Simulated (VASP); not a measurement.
Runs of VASP 6.6.1 on Hf. The structure is that of space group P6_3/mmc (No. 194), or close to it. The cells are those of the table. 

| task | level | potentials or basis | spin | cell | k mesh | cutoff (eV) | smearing | gap on the mesh (eV) | pressure (GPa) | moment (μB) | relaxed volume (Å³/atom) |
| --- | --- | --- | --- | --- | --- | --- | --- | --- | --- | --- | --- |
| single point | LDA | VASP PAW LDA potentials, release 64 (Hf_pv) | off | a = 3.120, b = 3.120, c = 4.934 Å, angles 90.0, 90.0, 120.0°, 2 atoms | 10 × 10 × 5 | 520 | fermi-dirac 0.05 eV | none | (b) | - | - |
| single point | PBEsol | VASP PAW PBE potentials, release 64 (Hf_pv) | off | a = 3.131, b = 3.131, c = 4.955 Å, angles 90.0, 90.0, 120.0°, 2 atoms | 10 × 10 × 5 | 520 | fermi-dirac 0.05 eV | none | (a) | - | - |
| single point | PBE | VASP PAW PBE potentials, release 64 (Hf_pv) | non-collinear, zero start, SOC | a = 3.197, b = 3.197, c = 5.058 Å, angles 90.0, 90.0, 120.0°, 2 atoms | 7 × 7 × 4 | 520 | fermi-dirac 0.05 eV | - | 0.2 | 0.00 | - |
| single point | PBEsol | VASP PAW PBE potentials, release 64 (Hf_pv) | non-collinear, zero start, SOC | a = 3.197, b = 3.197, c = 5.058 Å, angles 90.0, 90.0, 120.0°, 2 atoms | 7 × 7 × 4 | 520 | fermi-dirac 0.05 eV | - | -4.2 | 0.00 | - |
| relaxation of cell and atoms | LDA | VASP PAW LDA potentials, release 64 (Hf_pv) | off | relaxed from a = 3.197, b = 3.197, c = 5.058 Å, angles 90.0, 90.0, 120.0°, 2 atoms | 10 × 10 × 5 | 600 | fermi-dirac 0.05 eV | none | 0.0 | - | 20.81 |
| single point | PBEsol | VASP PAW PBE potentials, release 64 (Hf_pv) | off | a = 3.197, b = 3.197, c = 5.058 Å, angles 90.0, 90.0, 120.0°, 2 atoms | 10 × 10 × 5 | 500 | fermi-dirac 0.15 eV | none | -4.0 | - | - |
| relaxation of cell and atoms | RPBE | VASP PAW PBE potentials, release 64 (Hf_pv) | off | relaxed from a = 3.197, b = 3.197, c = 5.058 Å, angles 90.0, 90.0, 120.0°, 2 atoms | 10 × 10 × 5 | 600 | fermi-dirac 0.05 eV | none | 0.0 | - | 23.00 |
| single point | PBEsol+D3(BJ) | VASP PAW PBE potentials, release 64 (Hf_pv) | off | a = 3.121, b = 3.121, c = 4.938 Å, angles 90.0, 90.0, 120.0°, 2 atoms | 10 × 10 × 5 | 520 | fermi-dirac 0.05 eV | none | -0.4 | - | - |

**Question.** Estimate the missing entries.

**Answer.** (a) 2.6; (b) 0.1.

Caveats: spin-orbit coupling is left out, which moves the levels of the heavy elements (at least some runs); the PAW data sets were made with another functional, which shifts forces and pressure a little (at least some runs); the cell stands under tension (at least some runs).

A k mesh can miss the band edges, and rows without SOC leave out spin-orbit coupling on Hf.

A gap of «none» marks levels without a gap at the run's occupations.
